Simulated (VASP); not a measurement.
# Al2O3 (R-3c) in VASP: further runs

Aim: see how the results for Al2O3 move with the level of theory and the settings. Levels: LDA, PBE. Tasks: single point.

Everything below comes from runs of VASP 6.6.1. Logs are shortened: lines on timing, memory, paths and dates and some standing lists are left out, and cuts for length are marked.

### Step 1. The cell of the first run

Symmetry: R-3c, No. 167, trigonal system. Conventional cell: a = 4.808 Å, b = 4.808 Å, c = 13.123 Å, α = 90.00°, β = 90.00°, γ = 120.00°. Within 2.5 Å of Al (site symmetry 3) lie 6 O at 1.87 to 1.99 Å. O (site symmetry 2) has 4 Al at 1.87 to 1.99 Å and 12 O at 2.55 to 2.90 Å within 2.9 Å.

### Step 2. Single point, LDA

INCAR

```
SYSTEM = Al2O3
PREC     = Accurate       ! precision mode
ENCUT    = 600            ! plane-wave cutoff, eV
EDIFF    = 1E-6           ! SCF threshold, eV
ISMEAR   = -1             ! smearing method
SIGMA    = 0.01           ! smearing width, eV
LREAL    = .FALSE.        ! projectors in reciprocal space
LASPH    = .TRUE.         ! aspherical terms in the spheres
NELM     = 120            ! most SCF steps
ALGO     = Normal         ! electronic algorithm
ISIF     = 2              ! what is computed and relaxed
LWAVE    = .FALSE.        ! write WAVECAR
LCHARG   = .TRUE.         ! write CHGCAR
LELF     = .TRUE.         ! ELF
LVHAR    = .TRUE.       
NBANDS   = 35             ! bands
ISYM     = 0            
GGA_COMPAT= .FALSE.
```

KPOINTS

```
Automatic mesh
0
Gamma
  1 2 2
  0.25 0.25 0.25
```

POSCAR

```
Al2O3
1.0
    2.4039417600      1.3879164200      4.3742070900
   -2.4039417600      1.3879164250      4.3742070950
    0.0000000000     -2.7758328450      4.3742070950
Al O
4 6
Direct
    0.6478877100      0.6478877100      0.6478877100
    0.8521122900      0.8521122900      0.8521122900
    0.1478877100      0.1478877100      0.1478877100
    0.3521122900      0.3521122900      0.3521122900
    0.4438508600      0.0561491400      0.7500000000
    0.9438508600      0.2500000000      0.5561491400
    0.0561491400      0.7500000000      0.4438508600
    0.7500000000      0.4438508600      0.0561491400
    0.2500000000      0.5561491400      0.9438508600
    0.5561491400      0.9438508600      0.2500000000
```

Potentials or basis: VASP PAW LDA potentials, release 64 (Al, O).

Launch:

```sh
> cat potpaw_LDA.64/Al/POTCAR potpaw_LDA.64/O/POTCAR > POTCAR
> mpirun -np 1 vasp_std > vasp.out
```

OUTCAR:

```text
SYSTEM = Al2O3
   PREC = Accurate
   ENCUT = 600
   EDIFF = 1E-6
   ISMEAR = -1
   LREAL = .FALSE.
   LASPH = .TRUE.
   NELM = 120
   ISIF = 2
   ISYM = 0

 ion  position               nearest neighbor table
   1  0.648  0.648  0.648-   9 1.87   6 1.87  10 1.87   7 1.99   8 1.99   5 1.99   2 2.68   4 2.82
                             4 2.82   4 2.82   2 3.25   2 3.25   2 3.25
   2  0.852  0.852  0.852-   9 1.87  10 1.87   6 1.87   5 1.99   8 1.99   7 1.99   1 2.68   3 2.82
                             3 2.82   3 2.82   1 3.25   1 3.25   1 3.25
   3  0.148  0.148  0.148-   8 1.87   5 1.87   7 1.87  10 1.99   9 1.99   6 1.99   4 2.68   2 2.82
                             2 2.82   2 2.82   4 3.25   4 3.25   4 3.25
   4  0.352  0.352  0.352-   8 1.87   7 1.87   5 1.87   6 1.99   9 1.99  10 1.99   3 2.68   1 2.82
                             1 2.82   1 2.82   3 3.25   3 3.25   3 3.25
   5  0.444  0.056  0.750-   3 1.87   4 1.87   2 1.99   1 1.99
   6  0.944  0.250  0.556-   1 1.87   2 1.87   4 1.99   3 1.99
   7  0.056  0.750  0.444-   4 1.87   3 1.87   1 1.99   2 1.99
   8  0.750  0.444  0.056-   4 1.87   3 1.87   1 1.99   2 1.99
   9  0.250  0.556  0.944-   1 1.87   2 1.87   4 1.99   3 1.99
  10  0.556  0.944  0.250-   2 1.87   1 1.87   3 1.99   4 1.99

IMPORTANT INFORMATION: All symmetrisations will be switched off!
NOSYMM: (Re-)initialisation of all symmetry stuff for point group C_1.

----------------------------------------------------------------------------------------

                                     Primitive cell

  volume of cell :      87.5665

  direct lattice vectors                    reciprocal lattice vectors
     2.403941760  1.387916420  4.374207090     0.207991728  0.120084080  0.076204287
    -2.403941760  1.387916425  4.374207095    -0.207991728  0.120084080  0.076204287
     0.000000000 -2.775832845  4.374207095    -0.000000000 -0.240168160  0.076204287

  length of vectors
     5.180630815  5.180630820  5.180630820     0.251967932  0.251967931  0.251967931

  position of ions in fractional coordinates (direct lattice)
     0.647887710  0.647887710  0.647887710
     0.852112290  0.852112290  0.852112290
     0.147887710  0.147887710  0.147887710
     0.352112290  0.352112290  0.352112290
     0.443850860  0.056149140  0.750000000
     0.943850860  0.250000000  0.556149140
     0.056149140  0.750000000  0.443850860
     0.750000000  0.443850860  0.056149140
     0.250000000  0.556149140  0.943850860
     0.556149140  0.943850860  0.250000000

  ion indices of the primitive-cell ions
   primitive index   ion index
                 1           1
                 2           2
                 3           3
                 4           4
                 5           5
                 6           6
                 7           7
                 8           8
                 9           9
                10          10

----------------------------------------------------------------------------------------

 KPOINTS: Automatic mesh

Automatic generation of k-mesh.
 Grid dimensions read from file:
 generate k-points for:    1    2    2

 Generating k-lattice:

  Cartesian coordinates                     Fractional coordinates (reciprocal lattice)
     0.207991728  0.120084080  0.076204287     1.000000000  0.000000000  0.000000000
    -0.103995864  0.060042040  0.038102144    -0.000000000  0.500000000  0.000000000
    -0.000000000 -0.120084080  0.038102144     0.000000000  0.000000000  0.500000000

  Length of vectors
     0.251967932  0.125983966  0.125983966

  Shift w.r.t. Gamma in fractional coordinates (k-lattice)
     0.250000000  0.250000000  0.250000000

 -----------------------------------------------------------------------------
|                                                                             |
|           W    W    AA    RRRRR   N    N  II  N    N   GGGG   !!!           |
|           W    W   A  A   R    R  NN   N  II  NN   N  G    G  !!!           |
|           W    W  A    A  R    R  N N  N  II  N N  N  G       !!!           |
|           W WW W  AAAAAA  RRRRR   N  N N  II  N  N N  G  GGG   !            |
|           WW  WW  A    A  R   R   N   NN  II  N   NN  G    G                |
|           W    W  A    A  R    R  N    N  II  N    N   GGGG   !!!           |
|                                                                             |
|     Your reciprocal lattice and k-lattice belong to different lattice       |
|     classes:                                                                |
|                                                                             |
|        The reciprocal lattice is rhombohedral (trigonal),                   |
|        whereas your k-lattice is base-centered monoclinic.                  |
|                                                                             |
|     Results are often still useful ...                                      |
|                                                                             |
 -----------------------------------------------------------------------------

 WARNING: IBZKPT: internal override: KBLOWUP is changed to .FALSE.
      ... skipping the blow-up phase ...

 Subroutine IBZKPT returns following result:
 ===========================================

 Found      4 irreducible k-points:

 Following reciprocal coordinates:
            Coordinates               Weight
  0.250000  0.125000  0.125000      1.000000
  0.250000 -0.375000  0.125000      1.000000
  0.250000  0.125000 -0.375000      1.000000
  0.250000 -0.375000 -0.375000      1.000000
   k-points           NKPTS =      4   k-points in BZ     NKDIM =      4   number of bands    NBANDS=     35
   number of dos      NEDOS =    301   number of ions     NIONS =     10
   total plane-waves  NPLWV =  74088
   dimension x,y,z NGX =    42 NGY =   42 NGZ =   42
   dimension x,y,z NGXF=    84 NGYF=   84 NGZF=   84
   ions per type =               4   6
   NGX,Y,Z   is equivalent  to a cutoff of  13.48, 13.48, 13.48 a.u.
   NGXF,Y,Z  is equivalent  to a cutoff of  26.96, 26.96, 26.96 a.u.
 SYSTEM =  Al2O3
   PREC   = accura    normal or accurate (medium, high low for compatibility)
   ISTART =      0    job   : 0-new  1-cont  2-samecut
   ICHARG =      2    charge: 1-file 2-atom 10-const
   ISPIN  =      1    spin polarized calculation?
   LNONCOLLINEAR =      F non collinear calculations
   LSORBIT =      F    spin-orbit coupling
   LASPH  =      T    aspherical Exc in radial PAW
   ENCUT  =  600.0 eV  44.10 Ry    6.64 a.u.  10.35 10.35 10.35*2*pi/ulx,y,z
   NELM   =    120;   NELMIN=  2; NELMDL= -5     # of ELM steps
   EDIFF  = 0.1E-05   stopping-criterion for ELM
   LREAL  =      F    real-space projection
   EDIFFG = 0.1E-04   stopping-criterion for IOM
   NSW    =      0    number of steps for IOM
   IBRION =     -1    ionic relax: 0-MD 1-quasi-New 2-CG
   NFREE  =      0    steps in history (QN), initial steepest desc. (CG)
   ISIF   =      2    stress and relaxation
   ISYM   =      0    0-nonsym 1-usesym 2-fastsym
   POTIM  = 0.5000    time-step for ionic-motion
   TEBEG  =    0.0;   TEEND  =   0.0 temperature during run
   PSTRESS=    0.0 pullay stress
   NELECT =      48.0000    total number of electrons
   NUPDOWN=      -1.0000    fix difference up-down
   EMIN   =  10.00;   EMAX   =-10.00  energy-range for DOS
   EFERMI =   0.00;   METHOD = LEGACY
   ISMEAR =    -1;   SIGMA  =   0.01  broadening in eV -4-tet -1-fermi 0-gaus
   EFERMI_NEDOS =   21; number of points for ismear=-14 and -15
   IALGO  =     38    algorithm
   IMIX   =      4    mixing-type and parameters
     AMIX     =   0.40;   BMIX     =  1.00
     AMIX_MAG =   1.60;   BMIX_MAG =  1.00
  volume/ion in A,a.u.               =       8.76        59.09
  Fermi-wavevector in a.u.,A,eV,Ry     =   1.339808  2.531870 24.423628  1.795086
  Thomas-Fermi vector in A             =   2.468171
   LORBIT       =      0    0 simple, 1 ext, 2 COOP (PROOUT), +10 PAW based schemes
   GGA     = CA    functional components
   LHFCALC =     F    Hartree Fock is set to
   AEXX    =    0.0000 exact exchange contribution
   IVDW    =     0    specifies the selected vdW correction
   LEPSILON=     F    determine dielectric tensor
   LRPA    =     F    only Hartree local field effects (RPA)
 non-spin polarized calculation
  energy-cutoff  :      600.00
  volume of cell :       87.57
 maximum number of plane-waves:      2944
 NGX is ok and might be reduce to    42
   NGX = 21   NGY = 21   NGZ = 21

 number of electron      47.9999999 magnetization

 Free energy of the ion-electron system (eV)
  ---------------------------------------------------
  ext. energy  EPLUGINS =         0.00000000
  ---------------------------------------------------
  free energy    TOTEN  =       -82.96504829 eV

  energy without entropy =      -82.96504829  energy(sigma->0) =      -82.96504829

 E-fermi :   5.7073     XC(G=0): -12.0192

 val. band max:        5.3977662913   @ k =   0.2500   0.1250   0.1250
 cond. band min:      12.0795048317   @ k =   0.2500   0.1250   0.1250
 fundamental gap:      6.6817385404
 Fermi energy:         5.7073300657

 k-point     1 :       0.2500    0.1250    0.1250
  band No.  band energies     occupation
      1     -13.1088      2.00000
      2     -11.1868      2.00000
      3     -10.8236      2.00000
      4     -10.6527      2.00000
      5     -10.5026      2.00000
      6     -10.3633      2.00000
[... 27 lines left out ...]
     34      18.2270      0.00000
     35      19.2827      0.00000

 k-point     2 :       0.2500   -0.3750    0.1250
  band No.  band energies     occupation
      1     -12.0628      2.00000
      2     -12.0089      2.00000
      3     -11.0275      2.00000
      4     -10.9631      2.00000
      5     -10.5741      2.00000
      6     -10.4053      2.00000
[... 27 lines left out ...]
     34      18.3053      0.00000
     35      18.4616      0.00000

 k-point     3 :       0.2500    0.1250   -0.3750
  band No.  band energies     occupation
      1     -12.0628      2.00000
      2     -12.0089      2.00000
      3     -11.0276      2.00000
      4     -10.9631      2.00000
      5     -10.5741      2.00000
      6     -10.4052      2.00000
[... 27 lines left out ...]
     34      18.3049      0.00000
     35      18.4592      0.00000

 k-point     4 :       0.2500   -0.3750   -0.3750
  band No.  band energies     occupation
      1     -12.0000      2.00000
      2     -11.8340      2.00000
      3     -11.3751      2.00000
      4     -10.9850      2.00000
      5     -10.5367      2.00000
      6     -10.3739      2.00000
[... 27 lines left out ...]
     34      18.1416      0.00000
     35      18.7384      0.00000

------------------------ aborting loop because EDIFF is reached ----------------------------------------

  FORCE on cell =-STRESS in cart. coord.  units (eV):
  Direction    XX          YY          ZZ          XY          YZ          ZX
  --------------------------------------------------------------------------------------
  -------------------------------------------------------------------------------------
  Total       -6.4129724     -6.3676667     -6.3129657     -0.0390010      0.0114039      0.0185291
  in kB     -117.3362227   -116.5072790   -115.5064310     -0.7135897      0.2086538      0.3390210
  external PRESSURE =    -116.4499776 kB  Pullay stress =       0.0000000 kB

 VOLUME and BASIS-vectors are now :
 -----------------------------------------------------------------------------
  energy-cutoff  :      600.00
  volume of cell :       87.57
      direct lattice vectors                 reciprocal lattice vectors
     2.403941760  1.387916420  4.374207090     0.207991728  0.120084080  0.076204287
    -2.403941760  1.387916425  4.374207095    -0.207991728  0.120084080  0.076204287
     0.000000000 -2.775832845  4.374207095    -0.000000000 -0.240168160  0.076204287

 POSITION                                       TOTAL-FORCE (eV/Angst)
 -----------------------------------------------------------------------------------
      0.00000      0.00000      8.50199        -0.000570      0.000555      0.026438
      0.00000      0.00000     11.18195        -0.000113      0.000795     -0.026436
      0.00000     -0.00000      1.94067         0.000166     -0.000754      0.026468
      0.00000     -0.00000      4.62064         0.000630     -0.000571     -0.026473
      0.93201     -1.38792      5.46776         0.097898      0.004282     -0.009479
      1.66798      0.11319      7.65486         0.052715      0.082697     -0.009435
     -1.66798     -0.11319      5.46776        -0.052726     -0.082733      0.009441
      0.73596      1.50110      5.46776        -0.057353      0.099272      0.000009
     -0.73596     -1.50110      7.65486         0.057372     -0.099258      0.000034
     -0.93201      1.38792      7.65486        -0.098020     -0.004286      0.009434
 -----------------------------------------------------------------------------------
    total drift:                               -0.000078     -0.000055      0.000011

  FREE ENERGIE OF THE ION-ELECTRON SYSTEM (eV)
  ---------------------------------------------------
  free  energy   TOTEN  =       -82.9650482924 eV

  energy  without entropy=      -82.9650482924  energy(sigma->0) =      -82.96504829
```

It took 19 s on 1 thread of Intel Xeon Platinum 8488C (Sapphire Rapids), shared host; peak memory 0.2 GiB.

What came out:

```yaml
Free_energy: -82.9650 eV
Pressure: -11.6 GPa
Largest_force: 0.115 eV/Å
Band_gap_on_the_k_mesh: 6.68 eV
```

Forces on the atoms (eV/Å):
```
Al  -0.001  0.001  0.026
Al   0.000  0.001 -0.026
Al   0.000 -0.001  0.026
Al   0.001 -0.001 -0.026
O    0.098  0.004 -0.009
O    0.053  0.083 -0.009
O   -0.053 -0.083  0.009
O   -0.057  0.099  0.000
O    0.057 -0.099  0.000
O   -0.098 -0.004  0.009
```

Levels at points of the mesh, in eV from the valence-band top:
```
           k point  band 20  band 21  band 22  band 23  band 24  band 25  band 26  band 27  band 28  band 29
(0.25, 0.12, 0.12)    -0.71    -0.44    -0.42    -0.01     0.00     6.68     9.13    10.10    10.73    11.16
```

Caveat: the k points lie up to 1.22 Å⁻¹ apart; a shifted mesh leaves out Γ, where band edges can lie. A k mesh can miss the band edges.

### Step 3. Single point, PBE

INCAR

```
SYSTEM = Al2O3
ALGO = Normal
EDIFF = 1E-6
ENCUT = 600
GGA = PE
GGA_COMPAT = .FALSE.
ISIF = 2
ISMEAR = -1
ISYM = 0
LASPH = .TRUE.
LCHARG = .FALSE.
LREAL = .FALSE.
LWAVE = .FALSE.
NBANDS = 35
NELM = 120
PREC = Accurate
SIGMA = 0.01
```

KPOINTS is that of step 2.

POSCAR is that of step 2.

Potentials or basis: VASP PAW PBE potentials, release 64 (Al, O).

Launch:

```sh
> cat potpaw_PBE.64/Al/POTCAR potpaw_PBE.64/O/POTCAR > POTCAR
> mpirun -np 1 vasp_std > vasp.out
```

Run time: 25 s. Hardware: 1 thread of Intel Xeon Platinum 8488C (Sapphire Rapids), shared host; peak memory 0.24 GiB.

The run converged. Its results:

```
Free energy            : -74.8137 eV
Pressure               : -0.4 GPa
Largest force          : 0.014 eV/Å
Band gap on the k mesh : 6.75 eV
```

Forces in eV/Å, atoms in the order of the input:
```
Al   0.000  0.001 -0.005
Al   0.000  0.001  0.004
Al   0.000 -0.001 -0.004
Al   0.000  0.000  0.004
O   -0.003  0.004 -0.009
O    0.002 -0.005 -0.009
O   -0.002  0.005  0.009
O   -0.007  0.012  0.000
O    0.007 -0.012  0.000
O    0.003 -0.004  0.009
```

Stress tensor (GPa, compression positive):
```
-0.43 -0.07  0.03
-0.07 -0.35  0.02
 0.03  0.02 -0.44
```

Levels at points of the mesh, in eV from the valence-band top:
```tsv
k point	band 21	band 22	band 23	band 24	band 25	band 26	band 27	band 28
(0.25, 0.12, 0.12)	-0.43	-0.42	-0.01	0.00	6.75	9.31	10.33	10.96
```

Caveat: the k points lie up to 1.22 Å⁻¹ apart; a shifted mesh leaves out Γ, where band edges can lie.

[end of part 1 of 2]
